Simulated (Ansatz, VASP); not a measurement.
One calculation of WS2, two programs

The input INCAR:

```
PREC = Accurate ; ENCUT = 520
EDIFF = 1E-7 ; ISMEAR = 0
SIGMA = 0.05 ; LREAL = F
LASPH = T ; NELM = 80
ALGO = Normal ; ISIF = 2
LWAVE = F ; LCHARG = F
LDIPOL = T ; IDIPOL = 3
DIPOL = 0.5 0.5 0.398 ; GGA = PE
IVDW = 12 ; NBANDS = 35
```

Contents of KPOINTS:

```
regular mesh
0
Gamma
  9 9 1
```

File POSCAR:

```
WS2
1.0
    3.1595456883      0.0000000000      0.0000000000
   -1.5797728441      2.7362468304      0.0000000000
    0.0000000000      0.0000000000     23.8042572081
S W
4 2
Direct
    0.3333333333      0.6666666667      0.1890418155
    0.3333333333      0.6666666667      0.3214605076
    0.6666666667      1.3333333333      0.4743743317
    0.6666666667      1.3333333333      0.6067930237
    0.6666666667      0.3333333333      0.2552511585
    0.3333333333      1.6666666667      0.5405836746
```

Input for Ansatz:

```yaml
crystal:
  lattice:
    - [3.1595456883, 0.0, 0.0]
    - [-1.5797728441, 2.7362468304, 0.0]
    - [0.0, 0.0, 23.8042572081]
  atoms:
    - { symbol: S, position: [0.3333333333, 0.6666666667, 0.1890418155] }
    - { symbol: W, position: [0.6666666667, 0.3333333333, 0.2552511585] }
    - { symbol: S, position: [0.3333333333, 0.6666666667, 0.3214605076] }
    - { symbol: S, position: [0.6666666667, 1.3333333333, 0.4743743317] }
    - { symbol: W, position: [0.3333333333, 1.6666666667, 0.5405836746] }
    - { symbol: S, position: [0.6666666667, 1.3333333333, 0.6067930237] }
basis:
  ecutwfc: 420
kpoints:
  mp_grid: { grid: [9, 9, 1] }
hamiltonian:
  xc: pbe
  pseudopotentials: { kind: paw, azcp: { folder: soft_1 } }
  dispersion: d3bj
scf:
  occupations: { method: gaussian, width: 0.05 }
output:
  forces: true
  eigenvalues: true
efield:
  axis: 3
  dipole_correction: true
  ramp_width: 0.04
```

Alike in both runs: task single point; functional PBE; dispersion D3(BJ); k mesh 9 × 9 × 1; occupations gaussian, width 0.05 eV; no spin polarisation.

|  | VASP | Ansatz |
| --- | --- | --- |
| version | VASP 6.6.1 | Ansatz 0.2.0 |
| potentials or method | VASP PAW PBE potentials, release 64 (S, W_sv), cutoff 520 eV | scalar-relativistic, plane waves, PAW |
| valence electrons in the cell | 52 | 52 |

|  | VASP | Ansatz | Ansatz less VASP |
| --- | --- | --- | --- |
| gap on the k mesh at the Fermi level (eV) | 1.82 | 1.81 | -0.014 |
| least direct gap on the mesh (eV) | 1.91 | 1.90 | -0.003 |
| rms of the force components (eV/Å) | 0.030 | 0.030 | -0.0005 |

Spin-orbit coupling is off throughout.
